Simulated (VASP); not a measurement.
# CaSi2N2 (Immm) in VASP: single point with PBE

Aim: the single point of CaSi2N2 with PBE.

Everything below comes from runs of VASP 6.6.1. Logs are shortened: lines on timing, memory, paths and dates and some standing lists are left out, and cuts for length are marked.

## (1) The cell of the first run

The structure is orthorhombic, space group Immm (No. 71). Conventional cell: a = 4.390 Å, b = 5.901 Å, c = 6.614 Å, α = 90.00°, β = 90.00°, γ = 90.00°. Within 3.6 Å of Ca (site symmetry mmm) lie 8 N at 2.73 to 3.57 Å and 8 Si at 3.13 to 3.50 Å. Si (site symmetry 2mm) has 2 N at 1.75 Å and 2 Si at 2.12 to 2.27 Å within 2.3 Å. N (site symmetry m2m) has 2 Si at 1.75 Å within 2.3 Å.

The cell was generated, and may not be a known phase.

## (2) Single point, PBE, collinear spin, ferromagnetic start

Input file INCAR:

```
ALGO     = Normal         # electronic algorithm
EDIFF    = 1E-7           # SCF threshold, eV
ENCUT    = 520            # plane-wave cutoff, eV
GGA      = PE             # functional
ISIF     = 2              # what is computed and relaxed
ISMEAR   = 0              # smearing method
ISPIN    = 2              # spin polarisation
LASPH    = True           # aspherical terms in the spheres
LCHARG   = False          # write CHGCAR
LORBIT   = 11             # projections on sites
LREAL    = False          # projectors in reciprocal space
LWAVE    = False          # write WAVECAR
MAGMOM   = 0 0 0 1 1      # initial moments
NBANDS   = 26             # bands
NELM     = 150            # most SCF steps
PREC     = Accurate       # precision mode
SIGMA    = 0.1            # smearing width, eV
```

Input file KPOINTS:

```
k-points
0
Gamma
  6 6 6
```

Input file POSCAR:

```
CaSi2N2
1.0
   -2.1949989755      2.9503559277      3.3068768102
    2.1949989755     -2.9503559277      3.3068768102
    2.1949989755      2.9503559277     -3.3068768102
Ca Si N
1 2 2
Direct
    0.0000000000      0.0000000000      0.0000000000
    0.5000000000      0.2409274802      0.7409274802
    0.5000000000      0.7590725198      0.2590725198
    0.2741906994      0.5000000000      0.7741906994
    0.7258093006      0.5000000000      0.2258093006
```

Potentials or basis: VASP PAW PBE potentials, release 64 (Ca_sv, Si, N).

On the command line:

```
cat potpaw_PBE.64/Ca_sv/POTCAR potpaw_PBE.64/Si/POTCAR potpaw_PBE.64/N/POTCAR > POTCAR
mpirun -np 1 vasp_std > vasp.out
```

OUTCAR:

```text
EDIFF = 1E-7
   ENCUT = 520
   GGA = PE
   ISIF = 2
   ISMEAR = 0
   ISPIN = 2
   LASPH = True
   LORBIT = 11
   LREAL = False
   NELM = 150
   PREC = Accurate

 ion  position               nearest neighbor table
   1  0.000  0.000  0.000-   2 3.13   3 3.13   2 3.13   3 3.13
   2  0.500  0.241  0.741-   4 1.75   5 1.75   3 2.12   3 2.27   1 3.13   1 3.13
   3  0.500  0.759  0.259-   4 1.75   5 1.75   2 2.12   2 2.27   1 3.13   1 3.13
   4  0.274  0.500  0.774-   2 1.75   3 1.75
   5  0.726  0.500  0.226-   2 1.75   3 1.75

  LATTYP: Found a body centered orthorhombic cell.
 ALAT       =     4.3899979510
 B/A-ratio  =     1.3441263347
 C/A-ratio  =     1.5065505028

  Lattice vectors:

 A1 = (  -2.1949989755,   2.9503559277,   3.3068768102)
 A2 = (   2.1949989755,  -2.9503559277,   3.3068768102)
 A3 = (   2.1949989755,   2.9503559277,  -3.3068768102)

Analysis of symmetry for initial positions (statically):
=====================================================================
 Subroutine PRICEL returns:
 Original cell was already a primitive cell.

 Routine SETGRP: Setting up the symmetry group for a
 body centered orthorhombic supercell.

 Subroutine GETGRP returns: Found  8 space group operations
 (whereof  8 operations were pure point group operations)
 out of a pool of  8 trial point group operations.

The static configuration has the point symmetry D_2h.

Analysis of symmetry for dynamics (positions and initial velocities):
=====================================================================
 Subroutine PRICEL returns:
 Original cell was already a primitive cell.

 Routine SETGRP: Setting up the symmetry group for a
 body centered orthorhombic supercell.

 Subroutine GETGRP returns: Found  8 space group operations
 (whereof  8 operations were pure point group operations)
 out of a pool of  8 trial point group operations.

The dynamic configuration has the point symmetry D_2h.

Analysis of structural, dynamic, and magnetic symmetry:
=====================================================================
 Subroutine PRICEL returns:
 Original cell was already a primitive cell.

 Routine SETGRP: Setting up the symmetry group for a
 body centered orthorhombic supercell.

 Subroutine GETGRP returns: Found  8 space group operations
 (whereof  8 operations were pure point group operations)
 out of a pool of  8 trial point group operations.

The overall configuration has the point symmetry D_2h.
[... 129 lines left out ...]
   LORBIT       =     11    0 simple, 1 ext, 2 COOP (PROOUT), +10 PAW based schemes
   GGA     = PE    functional components
   LHFCALC =     F    Hartree Fock is set to
   AEXX    =    0.0000 exact exchange contribution
   IVDW    =     0    specifies the selected vdW correction
   LEPSILON=     F    determine dielectric tensor
   LRPA    =     F    only Hartree local field effects (RPA)
 spin polarized calculation
 Gauss-broadening in eV      SIGMA  =   0.10
  energy-cutoff  :      520.00
  volume of cell :       85.66
 maximum number of plane-waves:      2325
 NGX is ok and might be reduce to    40
   NGX = 19   NGY = 19   NGZ = 19

 number of electron      28.0000001 magnetization      -0.0008265

 number of electron      28.0000001 magnetization       0.0000004

 Free energy of the ion-electron system (eV)
  ---------------------------------------------------
  ext. energy  EPLUGINS =         0.00000000
  ---------------------------------------------------
  free energy    TOTEN  =       -29.86038948 eV

  energy without entropy =      -29.85172977  energy(sigma->0) =      -29.85605962

 E-fermi :   5.0640     XC(G=0):  -9.3750

 val. band max:        5.0372056587   @ k =   0.3333   0.1667   0.0000
 cond. band min:       5.0725876506   @ k =   0.1667  -0.0000   0.0000
 fundamental gap:      0.0353819919
 Fermi energy:         5.0640253611

 spin component 1

 k-point     1 :       0.0000    0.0000    0.0000
  band No.  band energies     occupation
      1     -36.9358      1.00000
      2     -18.0370      1.00000
      3     -17.9422      1.00000
      4     -17.7930      1.00000
      5     -12.6450      1.00000
      6     -10.0090      1.00000
[... 685 lines left out ...]
     25      12.2546      0.00000
     26      12.6771      0.00000

 [... further k-points ...]

 spin component 2

 k-point     1 :       0.0000    0.0000    0.0000
  band No.  band energies     occupation
      1     -36.9358      1.00000
      2     -18.0370      1.00000
      3     -17.9422      1.00000
      4     -17.7930      1.00000
      5     -12.6450      1.00000
      6     -10.0090      1.00000
[... 685 lines left out ...]
     25      12.2546      0.00000
     26      12.6771      0.00000

 [... further k-points ...]
[... 5 lines left out ...]
  --------------------------------------------------------------------------------------
  -------------------------------------------------------------------------------------
  Total       -0.1747137      0.1008193      0.1701238     -0.0000000      0.0000000      0.0000000
  in kB       -3.2677647      1.8856784      3.1819175     -0.0000000      0.0000000      0.0000000
  external PRESSURE =       0.5999437 kB  Pullay stress =       0.0000000 kB

 VOLUME and BASIS-vectors are now :
 -----------------------------------------------------------------------------
  energy-cutoff  :      520.00
  volume of cell :       85.66
      direct lattice vectors                 reciprocal lattice vectors
    -2.194998975  2.950355928  3.306876810     0.000000000  0.169471078  0.151200068
     2.194998975 -2.950355928  3.306876810     0.227790539  0.000000000  0.151200068
     2.194998975  2.950355928 -3.306876810     0.227790539  0.169471078  0.000000000

 POSITION                                       TOTAL-FORCE (eV/Angst)
 -----------------------------------------------------------------------------------
      0.00000      0.00000      0.00000         0.000000     -0.000000     -0.000000
      1.05767      2.95036      0.00000        -0.024775     -0.000000      0.000000
      1.13733      0.00000      3.30688         0.024775     -0.000000      0.000000
      2.19500      1.61792      0.00000         0.000000     -0.003350      0.000000
      0.00000      1.33244      3.30688         0.000000      0.003350     -0.000000
 -----------------------------------------------------------------------------------
    total drift:                                0.000000      0.000000     -0.000000

  FREE ENERGIE OF THE ION-ELECTRON SYSTEM (eV)
  ---------------------------------------------------
  free  energy   TOTEN  =       -29.8603894808 eV

  energy  without entropy=      -29.8517297689  energy(sigma->0) =      -29.85605962

 total charge

# of ion       s       p       d       tot
------------------------------------------
    1        2.020   5.831   0.208   8.058
    2        0.715   1.006   0.000   1.720
    3        0.715   1.006   0.000   1.720
    4        1.271   2.452   0.000   3.723
    5        1.271   2.452   0.000   3.723
--------------------------------------------------
tot          5.992  12.746   0.208  18.945

 magnetization (x)

# of ion       s       p       d       tot
------------------------------------------
    1       -0.000  -0.000   0.000  -0.000
    2       -0.000  -0.000   0.000  -0.000
    3       -0.000  -0.000   0.000  -0.000
    4       -0.000  -0.000   0.000  -0.000
    5       -0.000  -0.000   0.000  -0.000
--------------------------------------------------
tot         -0.000  -0.000   0.000  -0.000
```

OSZICAR:

```text
N       E                     dE             d eps       ncg     rms          rms(c)
DAV:   1     0.173471492408E+03    0.17347E+03   -0.12929E+04  4784   0.986E+02
DAV:   2    -0.212563286360E+02   -0.19473E+03   -0.18527E+03  5882   0.247E+02
DAV:   3    -0.331517979680E+02   -0.11895E+02   -0.11711E+02  6494   0.588E+01
DAV:   4    -0.335991641008E+02   -0.44737E+00   -0.44562E+00  7574   0.956E+00
DAV:   5    -0.336029715196E+02   -0.38074E-02   -0.38065E-02  6260   0.929E-01    0.152E+01
DAV:   6    -0.300496220749E+02    0.35533E+01   -0.17637E+01  5874   0.183E+01    0.765E+00
DAV:   7    -0.299410554698E+02    0.10857E+00   -0.13520E+00  5564   0.598E+00    0.367E+00
DAV:   8    -0.298642985286E+02    0.76757E-01   -0.29886E-01  6028   0.266E+00    0.147E+00
DAV:   9    -0.298592234358E+02    0.50751E-02   -0.38497E-02  6774   0.972E-01    0.517E-01
DAV:  10    -0.298598029710E+02   -0.57954E-03   -0.72907E-03  6234   0.381E-01    0.249E-01
DAV:  11    -0.298602183770E+02   -0.41541E-03   -0.11895E-03  5894   0.189E-01    0.105E-01
DAV:  12    -0.298603615455E+02   -0.14317E-03   -0.18494E-04  5770   0.810E-02    0.474E-02
DAV:  13    -0.298603840186E+02   -0.22473E-04   -0.28914E-05  6010   0.327E-02    0.213E-02
DAV:  14    -0.298603883417E+02   -0.43231E-05   -0.91756E-06  5876   0.164E-02    0.482E-03
DAV:  15    -0.298603894155E+02   -0.10738E-05   -0.22359E-06  5668   0.850E-03    0.287E-03
DAV:  16    -0.298603894808E+02   -0.65246E-07   -0.19760E-07  4972   0.273E-03
   1 F= -.29860389E+02 E0= -.29856060E+02  d E =-.865971E-02  mag=    -0.0000
```

stdout:

```text
POSCAR found type information on POSCAR CaSiN
 POSCAR found :  3 types and       5 ions
 scaLAPACK will be used
 LDA part: xc-table for (Slater+PW92), standard interpolation
 POSCAR, INCAR and KPOINTS ok, starting setup
 FFT: planning ... GRIDC
 FFT: planning ... GRID_SOFT
 FFT: planning ... GRID
 WAVECAR not read
 entering main loop
```

Wall time 5.9 min (1 thread of Intel Xeon 8259CL, shared host); peak memory 0.39 GiB.

What came out:

| Quantity | Value |
| --- | --- |
| Free energy | -29.8604 eV |
| Pressure | 0.1 GPa |
| Largest force | 0.025 eV/Å |
| Band gap on the k mesh | zero (filled and empty bands overlap) |
| Net moment | 0.00 μB per cell |
| Valence electrons inside the program's atomic spheres | Ca 8.06; Si 1.72; N 3.72 |

Forces in eV/Å, atoms in the order of the input:
```
Ca   0.000  0.000  0.000
Si  -0.025  0.000  0.000
Si   0.025  0.000  0.000
N    0.000 -0.003  0.000
N    0.000  0.003  0.000
```

The gap in the log of VASP goes by the Fermi energy; the results here count the filled bands.